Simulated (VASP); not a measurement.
# CuO (C2/c) in VASP: a series of runs

The runs below take CuO through single point, with revPBE, PBEsol+D4.

All numbers are computed with VASP 6.6.1; they aren't measurements. Logs are shortened: lines on timing, memory, paths and dates and some standing lists are left out, and cuts for length are marked.

**1. The cell of the first run**

It takes space group C2/c (No. 15, monoclinic). The conventional cell has a = 4.652 Å, b = 3.400 Å, c = 5.094 Å, α = 90.00°, β = 99.54°, γ = 90.00°. Cu (site symmetry -1) has 4 O at 1.94 to 1.95 Å within 2.6 Å. O (site symmetry 2) has 6 Cu at 1.94 to 2.77 Å and 6 O at 2.61 to 2.88 Å within 2.9 Å.

**2. Single point, revPBE**

The input, INCAR:

```
SYSTEM = CuO
PREC = Accurate
ENCUT = 520
EDIFF = 1E-7
ISMEAR = -1
SIGMA = 0.05
LREAL = .False.
LASPH = .True.
NELM = 60
ALGO = Normal
ISIF = 2
LWAVE = .False.
LCHARG = .True.
GGA = RE
LELF = .True.
LVHAR = .True.
NBANDS = 25
```

The input, KPOINTS:

```
regular mesh
0
Gamma
  10 10 5
  0 0 0
```

The input, POSCAR:

```
CuO
1.0
    2.3261324123     -1.6998144190      0.0000000000
    2.3261324123      1.6998144190      0.0000000000
   -0.8443223728      0.0000000000      5.0239229397
Cu O
2 2
Direct
    0.5000000000      0.0000000000      0.5000000000
    0.0000000000      0.5000000000      0.0000000000
    0.4184000000      0.5816000000      0.7500000000
    0.5816000000      0.4184000000      0.2500000000
```

Potentials or basis: VASP PAW PBE potentials, release 64 (Cu, O).

Started as:

```
$ cat potpaw_PBE.64/Cu/POTCAR potpaw_PBE.64/O/POTCAR > POTCAR
$ mpirun -np 1 vasp_std > vasp.out
```

OUTCAR:

```text
SYSTEM = CuO
   PREC = Accurate
   ENCUT = 520
   EDIFF = 1E-7
   ISMEAR = -1
   LREAL = .False.
   LASPH = .True.
   NELM = 60
   ISIF = 2
   GGA = RE

 ion  position               nearest neighbor table
   1  0.500  0.000  0.500-   3 1.94   4 1.94   4 1.95   3 1.95
   2  0.000  0.500  0.000-   4 1.94   3 1.94   4 1.95   3 1.95
   3  0.418  0.582  0.750-   2 1.94   1 1.94   2 1.95   1 1.95
   4  0.582  0.418  0.250-   1 1.94   2 1.94   2 1.95   1 1.95

  LATTYP: Found a base centered monoclinic cell.
 ALAT       =     4.6522648246
 B/A-ratio  =     0.7307470589
 C/A-ratio  =     1.0950317057
 COS(beta)  =    -0.1657361228

  Lattice vectors:

 A1 = (   2.3261324123,  -1.6998144190,   0.0000000000)
 A2 = (   2.3261324123,   1.6998144190,   0.0000000000)
 A3 = (  -0.8443223728,   0.0000000000,   5.0239229397)

Analysis of symmetry for initial positions (statically):
=====================================================================
 Subroutine PRICEL returns:
 Original cell was already a primitive cell.

 Routine SETGRP: Setting up the symmetry group for a
 base centered monoclinic supercell.

 Subroutine GETGRP returns: Found  4 space group operations
 (whereof  2 operations were pure point group operations)
 out of a pool of  4 trial point group operations.

The static configuration has the point symmetry S_2 .
 The point group associated with its full space group is C_2h.

Analysis of symmetry for dynamics (positions and initial velocities):
=====================================================================
 Subroutine PRICEL returns:
 Original cell was already a primitive cell.

 Routine SETGRP: Setting up the symmetry group for a
 base centered monoclinic supercell.

 Subroutine GETGRP returns: Found  4 space group operations
 (whereof  2 operations were pure point group operations)
 out of a pool of  4 trial point group operations.

The dynamic configuration has the point symmetry S_2 .
 The point group associated with its full space group is C_2h.

 Subroutine INISYM returns: Found  4 space group operations
 (whereof  2 operations are pure point group operations),
 and found     1 'primitive' translations

----------------------------------------------------------------------------------------

                                     Primitive cell

  volume of cell :      39.7291

  direct lattice vectors                    reciprocal lattice vectors
     2.326132412 -1.699814419  0.000000000     0.214949071 -0.294149758  0.036124421
     2.326132412  1.699814419  0.000000000     0.214949071  0.294149758  0.036124421
    -0.844322373  0.000000000  5.023922940     0.000000000  0.000000000  0.199047639

  length of vectors
     2.881017365  2.881017365  5.094377486     0.366104025  0.366104025  0.199047639

  position of ions in fractional coordinates (direct lattice)
     0.500000000  0.000000000  0.500000000
     0.000000000  0.500000000  0.000000000
     0.418400000  0.581600000  0.750000000
     0.581600000  0.418400000  0.250000000

  ion indices of the primitive-cell ions
   primitive index   ion index
                 1           1
                 2           2
                 3           3
                 4           4

----------------------------------------------------------------------------------------

 KPOINTS: regular mesh

Automatic generation of k-mesh.
 Grid dimensions read from file:
 generate k-points for:   10   10    5

 Generating k-lattice:

  Cartesian coordinates                     Fractional coordinates (reciprocal lattice)
     0.021494907 -0.029414976  0.003612442     0.100000000  0.000000000  0.000000000
     0.021494907  0.029414976  0.003612442     0.000000000  0.100000000  0.000000000
     0.000000000  0.000000000  0.039809528     0.000000000  0.000000000  0.200000000

  Length of vectors
     0.036610402  0.036610402  0.039809528

  Shift w.r.t. Gamma in fractional coordinates (k-lattice)
     0.000000000  0.000000000  0.000000000

 Subroutine IBZKPT returns following result:
 ===========================================

 Found    141 irreducible k-points:

 Following reciprocal coordinates:
            Coordinates               Weight
  0.000000  0.000000  0.000000      1.000000
  0.100000  0.000000  0.000000      4.000000
  0.200000  0.000000  0.000000      4.000000
  0.300000  0.000000  0.000000      4.000000
  0.400000  0.000000  0.000000      4.000000
  0.500000  0.000000  0.000000      2.000000
[... 16 lines left out ...]
  0.300000  0.300000  0.000000      2.000000
  0.400000  0.300000  0.000000      4.000000
 [... further k-points ...]
   k-points           NKPTS =    141   k-points in BZ     NKDIM =    141   number of bands    NBANDS=     25
   number of dos      NEDOS =    301   number of ions     NIONS =      4
   total plane-waves  NPLWV =  23040
   dimension x,y,z NGX =    24 NGY =   24 NGZ =   40
   dimension x,y,z NGXF=    48 NGYF=   48 NGZF=   80
   ions per type =               2   2
   NGX,Y,Z   is equivalent  to a cutoff of  13.85, 13.85, 13.05 a.u.
   NGXF,Y,Z  is equivalent  to a cutoff of  27.70, 27.70, 26.11 a.u.
 SYSTEM =  CuO
   PREC   = accura    normal or accurate (medium, high low for compatibility)
   ISTART =      0    job   : 0-new  1-cont  2-samecut
   ICHARG =      2    charge: 1-file 2-atom 10-const
   ISPIN  =      1    spin polarized calculation?
   LNONCOLLINEAR =      F non collinear calculations
   LSORBIT =      F    spin-orbit coupling
   LASPH  =      T    aspherical Exc in radial PAW
   ENCUT  =  520.0 eV  38.22 Ry    6.18 a.u.   5.36  5.36  9.47*2*pi/ulx,y,z
   NELM   =     60;   NELMIN=  2; NELMDL= -5     # of ELM steps
   EDIFF  = 0.1E-06   stopping-criterion for ELM
   LREAL  =      F    real-space projection
   EDIFFG = 0.1E-05   stopping-criterion for IOM
   NSW    =      0    number of steps for IOM
   IBRION =     -1    ionic relax: 0-MD 1-quasi-New 2-CG
   NFREE  =      0    steps in history (QN), initial steepest desc. (CG)
   ISIF   =      2    stress and relaxation
   ISYM   =      2    0-nonsym 1-usesym 2-fastsym
   POTIM  = 0.5000    time-step for ionic-motion
   TEBEG  =    0.0;   TEEND  =   0.0 temperature during run
   PSTRESS=    0.0 pullay stress
   NELECT =      34.0000    total number of electrons
   NUPDOWN=      -1.0000    fix difference up-down
   EMIN   =  10.00;   EMAX   =-10.00  energy-range for DOS
   EFERMI =   0.00;   METHOD = LEGACY
   ISMEAR =    -1;   SIGMA  =   0.05  broadening in eV -4-tet -1-fermi 0-gaus
   EFERMI_NEDOS =   21; number of points for ismear=-14 and -15
   IALGO  =     38    algorithm
   IMIX   =      4    mixing-type and parameters
     AMIX     =   0.40;   BMIX     =  1.00
     AMIX_MAG =   1.60;   BMIX_MAG =  1.00
  volume/ion in A,a.u.               =       9.93        67.03
  Fermi-wavevector in a.u.,A,eV,Ry     =   1.554288  2.937178 32.869108  2.415811
  Thomas-Fermi vector in A             =   2.658396
   LORBIT       =      0    0 simple, 1 ext, 2 COOP (PROOUT), +10 PAW based schemes
   GGA     = RE    functional components
   LHFCALC =     F    Hartree Fock is set to
   AEXX    =    0.0000 exact exchange contribution
   IVDW    =     0    specifies the selected vdW correction
   LEPSILON=     F    determine dielectric tensor
   LRPA    =     F    only Hartree local field effects (RPA)
 non-spin polarized calculation
  energy-cutoff  :      520.00
  volume of cell :       39.73
 maximum number of plane-waves:      1097
 NGX is ok and might be reduce to    24
   NGX = 11   NGY = 11   NGZ = 19

 number of electron      33.9999991 magnetization

 Free energy of the ion-electron system (eV)
  ---------------------------------------------------
  ext. energy  EPLUGINS =         0.00000000
  ---------------------------------------------------
  free energy    TOTEN  =       -17.95892145 eV

  energy without entropy =      -17.93989028  energy(sigma->0) =      -17.94940587

 E-fermi :   6.1317     XC(G=0): -11.8806

 val. band max:        6.1228762320   @ k =  -0.4000   0.2000   0.4000
 cond. band min:       6.1391556415   @ k =   0.4000   0.2000   0.4000
 fundamental gap:      0.0162794096
 Fermi energy:         6.1317368864

 k-point     1 :       0.0000    0.0000    0.0000
  band No.  band energies     occupation
      1     -14.0710      2.00000
      2     -12.7032      2.00000
      3      -2.2185      2.00000
      4       0.4158      2.00000
      5       0.8164      2.00000
      6       2.7183      2.00000
[... 17 lines left out ...]
     24      22.6683      0.00000
     25      22.9885      0.00000

 k-point     2 :       0.1000    0.0000    0.0000
  band No.  band energies     occupation
      1     -14.0015      2.00000
      2     -12.6813      2.00000
      3      -2.1067      2.00000
      4       0.3989      2.00000
      5       0.7872      2.00000
      6       1.9250      2.00000
[... 17 lines left out ...]
     24      22.2422      0.00000
     25      23.2599      0.00000

 k-point     3 :       0.2000    0.0000    0.0000
  band No.  band energies     occupation
      1     -13.8127      2.00000
      2     -12.6232      2.00000
      3      -1.8072      2.00000
      4       0.3345      2.00000
      5       0.6488      2.00000
      6       0.8959      2.00000
[... 17 lines left out ...]
     24      21.3638      0.00000
     25      22.8054      0.00000

 k-point     4 :       0.3000    0.0000    0.0000
  band No.  band energies     occupation
      1     -13.5640      2.00000
      2     -12.5502      2.00000
      3      -1.4283      2.00000
      4      -0.2907      2.00000
      5       0.2553      2.00000
      6       0.7917      2.00000
[... 17 lines left out ...]
     24      20.2488      0.00000
     25      22.3903      0.00000
[... 477 lines left out ...]
 k-point    22 :      -0.2000    0.2000    0.0000
  band No.  band energies     occupation
      1     -13.5067      2.00000
      2     -12.5234      2.00000
      3      -1.3294      2.00000
      4       0.1941      2.00000
      5       0.2318      2.00000
      6       0.5563      2.00000
[... 17 lines left out ...]
     24      20.1550      0.00000
     25      20.3365      0.00000

 k-point    23 :       0.3000    0.3000    0.0000
  band No.  band energies     occupation
      1     -13.2542      2.00000
      2     -12.5015      2.00000
      3      -0.8515      2.00000
      4      -0.3571      2.00000
      5       0.6454      2.00000
      6       0.6731      2.00000
[... 17 lines left out ...]
     24      20.9145      0.00000
     25      21.2325      0.00000

 k-point    24 :       0.4000    0.3000    0.0000
  band No.  band energies     occupation
      1     -13.0604      2.00000
      2     -12.4538      2.00000
      3      -0.8613      2.00000
      4      -0.5564      2.00000
      5       0.4304      2.00000
      6       0.6376      2.00000
[... 17 lines left out ...]
     24      19.7143      0.00000
     25      20.7331      0.00000

 [... further k-points ...]

------------------------ aborting loop because EDIFF is reached ----------------------------------------

  FORCE on cell =-STRESS in cart. coord.  units (eV):
  Direction    XX          YY          ZZ          XY          YZ          ZX
  --------------------------------------------------------------------------------------
  -------------------------------------------------------------------------------------
  Total        3.6848607      3.4390489      3.7297663      0.0000000      0.0000000     -0.5188469
  in kB      148.6013473    138.6883642    150.4122787      0.0000000      0.0000000    -20.9238179
  external PRESSURE =     145.9006634 kB  Pullay stress =       0.0000000 kB

 VOLUME and BASIS-vectors are now :
 -----------------------------------------------------------------------------
  energy-cutoff  :      520.00
  volume of cell :       39.73
      direct lattice vectors                 reciprocal lattice vectors
     2.326132412 -1.699814419  0.000000000     0.214949071 -0.294149758  0.036124421
     2.326132412  1.699814419  0.000000000     0.214949071  0.294149758  0.036124421
    -0.844322373  0.000000000  5.023922940     0.000000000  0.000000000  0.199047639

 POSITION                                       TOTAL-FORCE (eV/Angst)
 -----------------------------------------------------------------------------------
      0.74091     -0.84991      2.51196        -0.000000     -0.000000      0.000000
      1.16307      0.84991      0.00000        -0.000000      0.000000      0.000000
      1.69289      0.27741      3.76794        -0.000000     -0.099302      0.000000
      2.11505     -0.27741      1.25598         0.000000      0.099302      0.000000
 -----------------------------------------------------------------------------------
    total drift:                                0.000000      0.000000     -0.000000

  FREE ENERGIE OF THE ION-ELECTRON SYSTEM (eV)
  ---------------------------------------------------
  free  energy   TOTEN  =       -17.9589214508 eV

  energy  without entropy=      -17.9398902802  energy(sigma->0) =      -17.94940587
```

Run time: 78 s. Hardware: 1 thread of Intel Xeon 6975P-C (Granite Rapids), shared host; peak memory 0.23 GiB.

What came out:

```yaml
Free_energy: -17.9589 eV
Pressure: 14.6 GPa
Largest_force: 0.099 eV/Å
Band_gap_on_the_k_mesh: zero (bands 17 and 18 overlap by 0.60 eV)
```

Forces in eV/Å, atoms in the order of the input:
```
Cu   0.000  0.000  0.000
Cu   0.000  0.000  0.000
O    0.000 -0.099  0.000
O    0.000  0.099  0.000
```

Levels at points of the mesh, in eV from the Fermi level:
```tsv
k point	band 14	band 15	band 16	band 17	band 18	band 19	band 20	band 21
(0.00, 0.00, 0.00)	-2.30	-2.24	-1.72	0.21	0.96	1.82	6.11	8.34
(0.50, 0.00, 0.00)	-1.66	-1.57	-1.46	0.01	0.25	4.93	6.46	7.10
(0.50, 0.50, 0.00)	-2.20	-1.69	-1.27	-0.68	1.09	3.35	7.26	8.61
```

Caveat: the cell stands under pressure; the PAW data sets were made with another functional, which shifts forces and pressure a little; semilocal functionals often make such compounds metallic where correlation or magnetic order opens a gap, which also shifts bond lengths.

**3. Single point, PBEsol+D4**

This run uses another cell than the first one, of 10.13 Å³/atom.

The input, INCAR:

```
PREC = Accurate ; ENCUT = 520
EDIFF = 1E-6 ; ISMEAR = -1
SIGMA = 0.05 ; LREAL = False
LASPH = True ; NELM = 100
ALGO = Normal ; ISIF = 2
LWAVE = False ; LCHARG = True
GGA = PS ; IVDW = 13
LELF = True ; LVHAR = True
NBANDS = 25
```

The input, KPOINTS:

```
regular mesh
0
Gamma
  10 10 5
```

The input, POSCAR:

```
CuO
1.0
    2.3418500000     -1.7113000000      0.0000000000
    2.3418500000      1.7113000000      0.0000000000
   -0.8500274268      0.0000000000      5.0578693947
Cu O
2 2
Direct
    0.5000000000      0.0000000000      0.5000000000
    0.0000000000      0.5000000000      0.0000000000
    0.4184000000      0.5816000000      0.7500000000
    0.5816000000      0.4184000000      0.2500000000
```

Potentials or basis: VASP PAW PBE potentials, release 64 (Cu, O).

Started as:

```
$ cat potpaw_PBE.64/Cu/POTCAR potpaw_PBE.64/O/POTCAR > POTCAR
$ mpirun -np 1 vasp_std > vasp.out
```

Wall time 66 s (1 thread of Intel Xeon 6975P-C (Granite Rapids), shared host); peak memory 0.24 GiB.

Results (log left out):

| Quantity | Value |
| --- | --- |
| Free energy | -22.0761 eV |
| Pressure | -4.6 GPa |
| Largest force | 0.320 eV/Å |
| Band gap on the k mesh | zero (bands 17 and 18 overlap by 0.61 eV) |
| Dispersion energy per atom | -0.181 eV |

Forces on the atoms (eV/Å):
```
Cu   0.000  0.000  0.000
Cu   0.000  0.000  0.000
O    0.000 -0.320  0.000
O    0.000  0.320  0.000
```

Stress tensor (GPa, compression positive):
```
-4.93  0.00 -0.59
 0.00 -2.49  0.00
-0.59  0.00 -6.35
```

Levels at points of the mesh, in eV from the Fermi level:
```tsv
k point	band 14	band 15	band 16	band 17	band 18	band 19	band 20	band 21
(0.00, 0.00, 0.00)	-2.21	-2.15	-1.64	0.22	0.95	1.67	5.92	8.12
(0.50, 0.00, 0.00)	-1.59	-1.49	-1.40	0.00	0.26	4.78	6.22	6.92
(0.50, 0.50, 0.00)	-2.12	-1.68	-1.20	-0.64	1.08	3.24	7.02	8.44
```

Caveat: the cell stands under tension; the PAW data sets were made with another functional, which shifts forces and pressure a little; semilocal functionals often make such compounds metallic where correlation or magnetic order opens a gap, which also shifts bond lengths. With open d or f shells a metallic result of PBEsol can be an artefact of self-interaction; +U or a hybrid may open a gap.

**4. Single point, revPBE**

This run uses another cell than the first one, of 10.13 Å³/atom.

The input, INCAR:

```
PREC     = Accurate       # precision mode
ENCUT    = 520            # plane-wave cutoff, eV
EDIFF    = 1E-6           # SCF threshold, eV
ISMEAR   = -1             # smearing method
SIGMA    = 0.05           # smearing width, eV
LREAL    = False          # projectors in reciprocal space
LASPH    = True           # aspherical terms in the spheres
NELM     = 100            # most SCF steps
ALGO     = Normal         # electronic algorithm
ISIF     = 2              # what is computed and relaxed
LWAVE    = False          # write WAVECAR
LCHARG   = False          # write CHGCAR
GGA      = RE             # functional
NBANDS   = 25             # bands
```

KPOINTS is that of step 3.

POSCAR is that of step 3.

Started as:

```
$ cat potpaw_PBE.64/Cu/POTCAR potpaw_PBE.64/O/POTCAR > POTCAR
$ mpirun -np 1 vasp_std > vasp.out
```

Run time: 58 s. Hardware: 1 thread of Intel Xeon 6975P-C (Granite Rapids), shared host; peak memory 0.25 GiB.

The run converged. Its results:

| Quantity | Value |
| --- | --- |
| Free energy | -18.0234 eV |
| Pressure | 10.6 GPa |
| Largest force | 0.167 eV/Å |
| Band gap on the k mesh | zero (bands 17 and 18 overlap by 0.60 eV) |

Forces in eV/Å, atoms in the order of the input:
```
Cu   0.000  0.000  0.000
Cu   0.000  0.000  0.000
O    0.000 -0.167  0.000
O    0.000  0.167  0.000
```

Stress tensor (GPa, compression positive):
```
10.64  0.00 -1.56
 0.00 10.75  0.00
-1.56  0.00 10.31
```

Levels at points of the mesh, in eV from the Fermi level:
```csv
k point,band 15,band 16,band 17,band 18,band 19,band 20
"(0.00, 0.00, 0.00)",-2.17,-1.67,0.21,0.94,1.75,6.09
"(0.50, 0.00, 0.00)",-1.52,-1.43,0.01,0.25,4.94,6.38
"(0.50, 0.50, 0.00)",-1.67,-1.23,-0.67,1.07,3.41,7.18
```

Caveat: the cell stands under pressure; the PAW data sets were made with another functional, which shifts forces and pressure a little; semilocal functionals often make such compounds metallic where correlation or magnetic order opens a gap, which also shifts bond lengths. With open d or f shells a metallic result of revPBE can be an artefact of self-interaction; +U or a hybrid may open a gap.

**5. Summary**

| level | cell | gap on the mesh (eV) | pressure (GPa) | largest force (eV/Å) |
| --- | --- | --- | --- | --- |
| revPBE | a = 2.881, b = 2.881, c = 5.094 Å, angles 97.7, 97.7, 72.3°, 4 atoms | none | 14.6 | 0.10 |
| PBEsol+D4 | a = 2.900, b = 2.900, c = 5.129 Å, angles 97.7, 97.7, 72.3°, 4 atoms | none | -4.6 | 0.32 |
| revPBE | a = 2.900, b = 2.900, c = 5.129 Å, angles 97.7, 97.7, 72.3°, 4 atoms | none | 10.6 | 0.17 |

Alike in all rows: task single point; potentials or basis VASP PAW PBE potentials, release 64 (Cu, O); no spin polarisation; k mesh 10 × 10 × 5; cutoff (eV) 520; smearing fermi-dirac 0.05 eV.

Caveats: the PAW data sets were made with another functional, which shifts forces and pressure a little; semilocal functionals often make such compounds metallic where correlation or magnetic order opens a gap, which also shifts bond lengths; the cell stands under pressure (at least some runs); the cell stands under tension (at least some runs).

Absolute energies hang on the potentials; compare differences alone.
